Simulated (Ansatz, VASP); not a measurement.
# AlN in VASP and in Ansatz

The input INCAR:

```
SYSTEM = AlN
AGGAC    = 1.0          
AGGAX    = 1.0          
ALDAC    = 0.0          
ALDAX    = 1.0          
ALGO     = Normal         ! electronic algorithm
EDIFF    = 1E-6           ! SCF threshold, eV
EDIFFG   = -0.01          ! ionic threshold
ENCUT    = 600            ! plane-wave cutoff, eV
GGA      = B5             ! functional
IBRION   = 2              ! ionic algorithm
ISIF     = 3              ! what is computed and relaxed
ISMEAR   = -1             ! smearing method
IVDW     = 13             ! dispersion correction
LASPH    = .TRUE.         ! aspherical terms in the spheres
LCHARG   = .FALSE.        ! write CHGCAR
LREAL    = .FALSE.        ! projectors in reciprocal space
LWAVE    = .FALSE.        ! write WAVECAR
NELM     = 80             ! most SCF steps
NSW      = 60             ! ionic steps
PREC     = Accurate       ! precision mode
SIGMA    = 0.05           ! smearing width, eV
VDW_A1   = 0.44488865   
VDW_A2   = 4.0933009    
VDW_S6   = 1.0          
VDW_S8   = 2.34076671
```

File KPOINTS:

```
k-points
0
G
  10 10 6
  0 0 0
```

The input POSCAR:

```
AlN
1.0
    3.1130000000      0.0000000000      0.0000000000
   -1.5565000000      2.6959370820      0.0000000000
    0.0000000000      0.0000000000      4.9810000000
Al N
2 2
Direct
    0.6666666667      0.3333333333      0.5000000000
    0.3333333333      0.6666666667      0.0000000000
    0.6666666667      0.3333333333      0.8800000000
    0.3333333333      0.6666666667      0.3800000000
```

input.yaml

```yaml
crystal:
  lattice:
    - [3.113, 0.0, 0.0]
    - [-1.5565, 2.695937082, 0.0]
    - [0.0, 0.0, 4.981]
  atoms:
    - { symbol: Al, position: [0.6666666667, 0.3333333333, 0.5] }
    - { symbol: Al, position: [0.3333333333, 0.6666666667, 0.0] }
    - { symbol: "N", position: [0.6666666667, 0.3333333333, 0.88] }
    - { symbol: "N", position: [0.3333333333, 0.6666666667, 0.38] }
hamiltonian:
  xc: blyp
  pseudopotentials: { kind: paw }
  dispersion: d4
kpoints:
  mp_grid: { grid: [10, 10, 6] }
scf:
  occupations: { method: fermi_dirac, width: 0.05 }
output:
  forces: true
  stress: true
relax:
  f_tol: 0.01
  max_steps: 40
  cell: { stress_tol: 0.05 }
```

Alike in both runs: task relaxation of cell and atoms; functional BLYP; dispersion D4; k mesh 10 × 10 × 6; occupations fermi-dirac, width 0.05 eV; no spin polarisation.

```csv
,VASP,Ansatz
version,VASP 6.6.1,Ansatz 0.2.0
potentials or method,"VASP PAW PBE potentials, release 64 (Al, N)",Ansatz PAW
plane-wave cutoff (eV),600,420
valence electrons in the cell,16,16
```

Ansatz gave:

* relaxed volume (Å³/atom): 10.30
* relaxed length of the cell vector where the two differ most in proportion (Å): 4.967

Estimate VASP's values.

relaxed volume (Å³/atom): 10.31; relaxed length of the cell vector where the two differ most in proportion (Å): 4.972.

VASP's potentials were made for PBE, not for BLYP.

Noted on Ansatz's run: the plane-wave basis is chosen anew once the cell has moved, so the energies of steps on either side of that aren't comparable.
